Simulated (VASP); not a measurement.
Set up this calculation in VASP 6.6.1, as the native input.

```
Task                   : relaxation of cell and atoms
Functional             : PBE
Potentials or basis    : VASP PAW PBE potentials, release 64 (Ge_d, W_sv)
Cutoff                 : 500 eV
k mesh                 : 8 × 8 × 8
Occupations            : gaussian, width 0.2 eV
Spin                   : no spin polarisation
Dipole correction      : no
Further INCAR settings : ALGO = Normal; EDIFF = 1e-07; IBRION = 2; EDIFFG = -0.08; NSW = 36; ISIF = 3
```

The structure of GeW lies in POSCAR:

```
GeW
1.0
    1.4815416000      0.8553684400      4.8637138800
   -1.4815416000      0.8553684400      4.8637138800
    0.0000000000     -1.7107368900      4.8637138800
Ge W
1 1
Direct
    0.0000000000      0.0000000000      0.0000000000
    0.5000000000      0.5000000000      0.5000000000
```

The cell was built from a structure type or drawn by symmetry, and may not be a known phase.

One way to write it, as run:

INCAR

```
SYSTEM = GeW
PREC = Accurate
ENCUT = 500
EDIFF = 1E-7
ISMEAR = 0
SIGMA = 0.2
LREAL = .FALSE.
LASPH = .TRUE.
NELM = 120
ALGO = Normal
ISIF = 3
LWAVE = .FALSE.
LCHARG = .FALSE.
GGA = PE
IBRION = 2
NSW = 36
EDIFFG = -0.08
GGA_COMPAT = .FALSE.
NELMIN = 4
```

KPOINTS

```
regular mesh
0
G
  8 8 8
  0 0 0
```

Potentials or basis: VASP PAW PBE potentials, release 64 (Ge_d, W_sv).

Launch:

```sh
$ cat potpaw_PBE.64/Ge_d/POTCAR potpaw_PBE.64/W_sv/POTCAR > POTCAR
$ mpirun -np 1 vasp_std > vasp.out
```

It gave:

| Property | Result |
| --- | --- |
| Relaxed volume | 15.81 Å³/atom |
| Relaxed cell | a = 4.651 Å, b = 4.651 Å, c = 4.651 Å, α = 36.34°, β = 36.34°, γ = 36.34° |
| Space group after relaxing (to 0.1 Å) | R-3m (No. 166) |
| Energy gained by relaxing | 236.5 meV/atom |
| Ionic steps | 8 |
| Pressure after relaxing | 0.0 GPa |
| Band gap on the k mesh | zero (bands 14 and 15 overlap by 1.33 eV) |

Caveat: spin-orbit coupling is left out, which moves the levels of the heavy elements.

It took 13 min on 1 thread of Intel Xeon 8259CL (shared host), peak memory 0.29 GiB.
